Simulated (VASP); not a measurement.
# Al: single point with LDA

The system is Al.

```xyz
1
Lattice="0.0000 2.0195 2.0195 2.0195 0.0000 2.0195 2.0195 2.0195 0.0000" Properties=species:S:1:pos:R:3 pbc="T T T"
Al    0.0000    0.0000    0.0000
```

```json
{
  "Program": "VASP 6.6.1",
  "Task": "single point",
  "Functional": "LDA",
  "Potentials or basis": "VASP PAW LDA potentials, release 64 (Al)",
  "Cutoff": "500 eV",
  "k mesh": "4 × 4 × 4",
  "Occupations": "fermi-dirac, width 0.0028 eV",
  "Spin": "no spin polarisation",
  "Dipole correction": "no",
  "Further INCAR settings": "ALGO = Normal; EDIFF = 1e-06; NBANDS = 8"
}
```

```yaml
Pressure: -2.5 GPa
```

Levels at points of the mesh, in eV from the Fermi level:
| k point | band 1 | band 2 | band 3 | band 4 | band 5 |
| --- | --- | --- | --- | --- | --- |
| (0.00, 0.00, 0.00) | -10.36 | 13.33 | 13.33 | 13.33 | 14.66 |
| (0.50, 0.00, 0.00) | -3.81 | -3.65 | 12.00 | 12.00 | 12.19 |
| (0.50, 0.50, 0.00) | -2.15 | -0.87 | 6.05 | 6.29 | 6.29 |

Run time: 1.4 s on 1 thread of AMD EPYC 9R45 96-Core Processor (Zen 5), with other jobs on the host, peak memory 0.08 GiB.

Caveat: the k points lie up to 0.67 Å⁻¹ apart.
